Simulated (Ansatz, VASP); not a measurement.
**Cr in VASP and in Ansatz**

```
Cr
1.0
     2.83225    0.00000    0.00000
     0.00000    2.83225    0.00000
     0.00000    0.00000    2.83225
Cr
2
Direct
  0.00000 0.00000 0.00000
  0.50000 0.50000 0.50000
```

Alike in both runs: functional PBE; dispersion D3(BJ); k mesh 8 × 8 × 8; occupations gaussian, width 0.1 eV; collinear spin.

Ansatz relaxed the structure, and its values are those at the end. VASP's run is a single point on that final structure, the one shown.

```csv
,VASP,Ansatz
version,VASP 6.6.1,Ansatz 0.2.0
potentials or method,"VASP PAW PBE potentials, release 64 (Cr_pv), cutoff 520 eV","scalar-relativistic, plane waves, PAW"
valence electrons in the cell,24,28
```

Ansatz gave:

```
gap on the k mesh at the Fermi level (eV)                     : none
pressure (GPa)                                                : 0.4
net moment per atom (μB)                                      : 0.00
size of the moment on the site where the two differ most (μB) : 0.80
```

Question: Estimate VASP's values.

Answer: gap on the k mesh at the Fermi level (eV): none; pressure (GPa): 0.3; net moment per atom (μB): 0.00; size of the moment on the site where the two differ most (μB): 0.91.

Site moments also hang on the region over which each program counts them. A gap of «none» marks a metal or a gap that the smearing closes. VASP's potentials hold 24 valence electrons a cell and Ansatz's 28, so a difference there can come from the potentials and not from the codes.
